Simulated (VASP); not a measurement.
# Ni (I4/mmm) in VASP: single point with PBEsol

Aim: the single point of Ni with PBEsol.

Everything below comes from runs of VASP 6.6.1. Logs are shortened: lines on timing, memory, paths and dates and some standing lists are left out, and cuts for length are marked.

## Step 1: The cell of the first run

It takes space group I4/mmm (No. 139, tetragonal). The conventional cell has a = 2.571 Å, b = 2.571 Å, c = 3.345 Å, α = 90.00°, β = 90.00°, γ = 90.00°. Ni (site symmetry 4/mmm) has 14 Ni at 2.47 to 3.34 Å within 3.4 Å.

## Step 2: Single point, PBEsol, collinear spin, ferromagnetic start

INCAR reads:

```
SYSTEM = Ni
PREC = Accurate
ENCUT = 520
EDIFF = 1E-7
ISMEAR = 0
SIGMA = 0.15
LREAL = .FALSE.
LASPH = .TRUE.
NELM = 150
ALGO = Normal
ISIF = 2
LWAVE = .FALSE.
LCHARG = .TRUE.
ISPIN = 2
MAGMOM = 0.81
LORBIT = 11
LMAXMIX = 4
GGA = PS
LELF = .TRUE.
LVHAR = .TRUE.
NBANDS = 15
```

KPOINTS reads:

```
regular mesh
0
G
  26 26 26
  0 0 0
```

POSCAR reads:

```
Ni
1.0
    0.0000000000      1.8177774126      1.6723552195
    1.8177774126      0.0000000000      1.6723552195
    1.8177774126      1.8177774126      0.0000000000
Ni
1
Direct
    0.0000000000      0.0000000000      0.0000000000
```

Potentials or basis: VASP PAW PBE potentials, release 64 (Ni).

On the command line:

```console
cat potpaw_PBE.64/Ni/POTCAR > POTCAR
mpirun -np 1 vasp_std > vasp.out
```

OUTCAR:

```text
SYSTEM = Ni
   PREC = Accurate
   ENCUT = 520
   EDIFF = 1E-7
   ISMEAR = 0
   LREAL = .FALSE.
   LASPH = .TRUE.
   NELM = 150
   ISIF = 2
   ISPIN = 2
   LORBIT = 11
   GGA = PS

 ion  position               nearest neighbor table
   1  0.000  0.000  0.000-

  LATTYP: Found a body centered tetragonal cell.
 ALAT       =     2.5707254703
 C/A-ratio  =     1.3010764773

  Lattice vectors:

 A1 = (   0.0000000000,  -1.8177774126,  -1.6723552195)
 A2 = (   0.0000000000,   1.8177774126,  -1.6723552195)
 A3 = (   1.8177774126,   0.0000000000,   1.6723552195)

Analysis of symmetry for initial positions (statically):
=====================================================================
 Subroutine PRICEL returns:
 Original cell was already a primitive cell.

 Routine SETGRP: Setting up the symmetry group for a
 body centered tetragonal supercell.

 Subroutine GETGRP returns: Found 16 space group operations
 (whereof 16 operations were pure point group operations)
 out of a pool of 16 trial point group operations.

The static configuration has the point symmetry D_4h.

Analysis of symmetry for dynamics (positions and initial velocities):
=====================================================================
 Subroutine PRICEL returns:
 Original cell was already a primitive cell.

 Routine SETGRP: Setting up the symmetry group for a
 body centered tetragonal supercell.

 Subroutine GETGRP returns: Found 16 space group operations
 (whereof 16 operations were pure point group operations)
 out of a pool of 16 trial point group operations.

The dynamic configuration has the point symmetry D_4h.

Analysis of structural, dynamic, and magnetic symmetry:
=====================================================================
 Subroutine PRICEL returns:
 Original cell was already a primitive cell.

 Routine SETGRP: Setting up the symmetry group for a
 body centered tetragonal supercell.

 Subroutine GETGRP returns: Found 16 space group operations
 (whereof 16 operations were pure point group operations)
 out of a pool of 16 trial point group operations.

The overall configuration has the point symmetry D_4h.

 Subroutine INISYM returns: Found 16 space group operations
 (whereof 16 operations are pure point group operations),
 and found     1 'primitive' translations

----------------------------------------------------------------------------------------

                                     Primitive cell

  volume of cell :      11.0520

[... 125 lines left out ...]

 Free energy of the ion-electron system (eV)
  ---------------------------------------------------
  ext. energy  EPLUGINS =         0.00000000
  ---------------------------------------------------
  free energy    TOTEN  =        -6.10301004 eV

  energy without entropy =       -6.08189161  energy(sigma->0) =       -6.09245083

 E-fermi :   8.9532     XC(G=0): -13.3412

 val. band max:        8.9513112946   @ k =   0.4231   0.0000   0.3846
 cond. band min:       8.9533559894   @ k =   0.3462   0.0385   0.2308
 fundamental gap:      0.0020446948
 Fermi energy:         8.9532370760

 spin component 1

 k-point     1 :       0.0000    0.0000    0.0000
  band No.  band energies     occupation
      1       0.0202      1.00000
      2       6.4581      1.00000
      3       6.4581      1.00000
      4       6.9207      1.00000
      5       7.4525      1.00000
      6       7.9631      1.00000
      7      32.6738      0.00000
      8      36.0093      0.00000
      9      36.0093      0.00000
     10      36.8974      0.00000
     11      38.9163      0.00000
     12      39.3742      0.00000
     13      39.3742      0.00000
     14      41.9192      0.00000
[... 403 lines left out ...]
      4       6.9480      1.00000
      5       8.2064      1.00000
      6       8.2880      1.00000
      7      17.6611      0.00000
      8      30.6570      0.00000
      9      31.3405      0.00000
     10      36.3438      0.00000
     11      36.8160      0.00000
     12      37.7609      0.00000
     13      42.0692      0.00000
     14      48.3058      0.00000
     15      52.5368      0.00000

 [... further k-points ...]

 spin component 2

 k-point     1 :       0.0000    0.0000    0.0000
  band No.  band energies     occupation
      1       0.0069      1.00000
      2       7.1751      1.00000
      3       7.1751      1.00000
      4       7.6284      1.00000
      5       8.0696      1.00000
      6       8.5607      0.99989
      7      32.5592      0.00000
      8      35.9876      0.00000
      9      35.9876      0.00000
     10      36.9413      0.00000
     11      38.9898      0.00000
     12      39.5068      0.00000
     13      39.5068      0.00000
     14      41.8280      0.00000
[... 403 lines left out ...]
      4       7.5723      1.00000
      5       8.8688      0.78707
      6       9.0187      0.26865
      7      17.9147      0.00000
      8      30.5966      0.00000
      9      31.4488      0.00000
     10      36.4023      0.00000
     11      36.8832      0.00000
     12      37.8092      0.00000
     13      42.1381      0.00000
     14      48.4606      0.00000
     15      52.6002      0.00000

 [... further k-points ...]

------------------------ aborting loop because EDIFF is reached ----------------------------------------

  FORCE on cell =-STRESS in cart. coord.  units (eV):
  Direction    XX          YY          ZZ          XY          YZ          ZX
  --------------------------------------------------------------------------------------
  -------------------------------------------------------------------------------------
  Total       -0.9740826     -0.9740826     -0.4937361      0.0000000     -0.0000000      0.0000000
  in kB     -141.2103239   -141.2103239    -71.5756954      0.0000000     -0.0000000      0.0000000
  external PRESSURE =    -117.9987811 kB  Pullay stress =       0.0000000 kB

 VOLUME and BASIS-vectors are now :
 -----------------------------------------------------------------------------
  energy-cutoff  :      520.00
  volume of cell :       11.05
      direct lattice vectors                 reciprocal lattice vectors
     0.000000000  1.817777413  1.672355219    -0.275061180  0.275061180  0.298979543
     1.817777413  0.000000000  1.672355219     0.275061180 -0.275061180  0.298979543
     1.817777413  1.817777413  0.000000000     0.275061180  0.275061180 -0.298979543

 POSITION                                       TOTAL-FORCE (eV/Angst)
 -----------------------------------------------------------------------------------
      0.00000      0.00000      0.00000        -0.000000      0.000000      0.000000
 -----------------------------------------------------------------------------------
    total drift:                                0.000000      0.000000     -0.000000

  FREE ENERGIE OF THE ION-ELECTRON SYSTEM (eV)
  ---------------------------------------------------
  free  energy   TOTEN  =        -6.1030100434 eV

  energy  without entropy=       -6.0818916115  energy(sigma->0) =       -6.09245083

 total charge

# of ion       s       p       d       tot
------------------------------------------
    1        0.493   0.488   8.305   9.286

 magnetization (x)

# of ion       s       p       d       tot
------------------------------------------
    1       -0.006  -0.023   0.660   0.631
```

OSZICAR:

```text
N       E                     dE             d eps       ncg     rms          rms(c)
DAV:   1     0.320914185342E+02    0.32091E+02   -0.41858E+03 84654   0.851E+02
DAV:   2    -0.587943278318E+01   -0.37971E+02   -0.35246E+02 91483   0.161E+02
DAV:   3    -0.730529354933E+01   -0.14259E+01   -0.14122E+01 97377   0.307E+01
DAV:   4    -0.731420361788E+01   -0.89101E-02   -0.89084E-02 97583   0.230E+00
DAV:   5    -0.731431923126E+01   -0.11561E-03   -0.11561E-03 99108   0.235E-01    0.104E+01
DAV:   6    -0.652314429478E+01    0.79117E+00   -0.16121E+01116396   0.440E+01    0.637E+00
DAV:   7    -0.612110099098E+01    0.40204E+00   -0.28828E+00109572   0.167E+01    0.178E+00
DAV:   8    -0.610666787936E+01    0.14433E-01   -0.26745E-02 96666   0.105E+00    0.908E-01
DAV:   9    -0.610374076492E+01    0.29271E-02   -0.20198E-03133468   0.258E-01    0.266E-01
DAV:  10    -0.610303450867E+01    0.70626E-03   -0.63878E-04140001   0.128E-01    0.425E-02
DAV:  11    -0.610300901315E+01    0.25496E-04   -0.58060E-05124092   0.556E-02    0.291E-02
DAV:  12    -0.610301001665E+01   -0.10035E-05   -0.15937E-06102181   0.985E-03    0.134E-02
DAV:  13    -0.610301018639E+01   -0.16974E-06   -0.34100E-07109489   0.546E-03    0.499E-03
DAV:  14    -0.610301006379E+01    0.12260E-06   -0.62205E-08 78470   0.253E-03    0.674E-04
DAV:  15    -0.610301004337E+01    0.20425E-07   -0.63159E-09 52787   0.655E-04
   1 F= -.61030100E+01 E0= -.60924508E+01  d E =-.211184E-01  mag=     0.6204
```

stdout:

```text
POSCAR found type information on POSCAR Ni
 POSCAR found :  1 types and       1 ions
 scaLAPACK will be used
 -----------------------------------------------------------------------------
|                                                                             |
|                                                                             |
|     You enforced a specific xc type in the INCAR file but a different       |
|     I HOPE YOU KNOW WHAT YOU ARE DOING!                                     |
|                                                                             |
 -----------------------------------------------------------------------------

 LDA part: xc-table for (Slater+PW92), standard interpolation
 POSCAR, INCAR and KPOINTS ok, starting setup
 FFT: planning ... GRIDC
 FFT: planning ... GRID_SOFT
 FFT: planning ... GRID
 WAVECAR not read
 entering main loop
```

Wall time 4.1 min (1 thread of Intel Xeon 6975P-C (Granite Rapids), shared host); peak memory 0.4 GiB.

What came out:

```yaml
Free_energy: -6.1030 eV
Pressure: -11.8 GPa
Net_moment: 0.62 μB per cell
Site_moments: Ni +0.63 μB
Valence_electrons_inside_the_program's_atomic_spheres: Ni 9.29
```

Stress tensor (GPa, compression positive):
```
-14.12   0.00   0.00
  0.00 -14.12   0.00
  0.00   0.00  -7.16
```

Levels at points of the mesh, in eV from the Fermi level:
Spin up:
| k point | band 3 | band 4 | band 5 | band 6 | band 7 | band 8 |
| --- | --- | --- | --- | --- | --- | --- |
| (0.00, 0.00, 0.00) | -2.50 | -2.03 | -1.50 | -0.99 | 23.72 | 27.06 |
| (0.50, 0.00, 0.00) | -2.07 | -0.67 | -0.47 | -0.27 | 5.59 | 21.45 |
| (0.50, 0.50, 0.00) | -0.55 | -0.42 | -0.42 | 3.78 | 10.61 | 13.30 |
| (0.50, 0.00, 0.50) | -0.60 | -0.54 | -0.31 | 1.79 | 8.34 | 15.38 |
Spin down:
```csv
k point,band 1,band 2,band 3,band 4,band 5,band 6,band 7,band 8,band 9,band 10
"(0.00, 0.00, 0.00)",-8.95,-1.78,-1.78,-1.32,-0.88,-0.39,23.61,27.03,27.03,27.99
"(0.50, 0.00, 0.00)",-4.32,-2.00,-1.46,-0.31,0.05,0.28,6.00,21.37,23.11,26.22
"(0.50, 0.50, 0.00)",-4.11,-3.58,0.11,0.40,0.40,3.77,10.84,13.33,13.33,18.58
"(0.50, 0.00, 0.50)",-4.22,-3.43,0.08,0.19,0.52,1.77,8.62,15.39,15.49,20.35
```

Caveat: the stress differs along the axes, from -14 to -7 GPa; the PAW data sets were made with another functional, which shifts forces and pressure a little.
